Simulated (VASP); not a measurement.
Crystal: As.

```
As
1.0
     2.77025    0.00000    0.00000
     0.00000    2.77025    0.00000
     0.00000    0.00000    2.68465
As
1
Direct
  0.50000 0.50000 0.00000
```

```yaml
Program: VASP 6.6.1
Task: relaxation of cell and atoms
Functional: PBE
Potentials_or_basis: VASP PAW PBE potentials, release 64 (As)
Cutoff: 600 eV
k_mesh: 20 × 20 × 20
Occupations: gaussian, width 0.1 eV
Spin: no spin polarisation
```

At the start: pressure -0.6 GPa; volume 20.60 Å³/atom.

**Question.** How do energy, volume and symmetry change on relaxing?

**Answer.** Over 6 steps the energy falls by 7.9 meV/atom and the volume is 20.40 Å³/atom (-1.0 %); space group Pm-3m (No. 221, to 0.05 Å).

Step by step:
| step | energy change (eV) | largest force (eV/Å) | pressure (GPa) | volume (Å³) |
| --- | --- | --- | --- | --- |
| 1 | 0.0000 | 0.0000 | -0.64 | 20.60 |
| 2 | -0.0078 | 0.0000 | 0.17 | 20.35 |
| 3 | -0.0078 | 0.0000 | 0.11 | 20.37 |
| 4 | -0.0078 | 0.0000 | 0.09 | 20.37 |
| 5 | -0.0079 | 0.0000 | -0.05 | 20.41 |
| 6 | -0.0079 | 0.0000 | -0.02 | 20.40 |

Final structure:
```cif
data_structure
_symmetry_space_group_name_H-M 'P 1'
_symmetry_Int_Tables_number 1
_cell_length_a 2.7329
_cell_length_b 2.7329
_cell_length_c 2.7313
_cell_angle_alpha 90.000
_cell_angle_beta 90.000
_cell_angle_gamma 90.000
_cell_volume 20.40
loop_
_atom_site_label
_atom_site_type_symbol
_atom_site_fract_x
_atom_site_fract_y
_atom_site_fract_z
_atom_site_occupancy
As1 As 0.50000 0.50000 0.00000 1
```
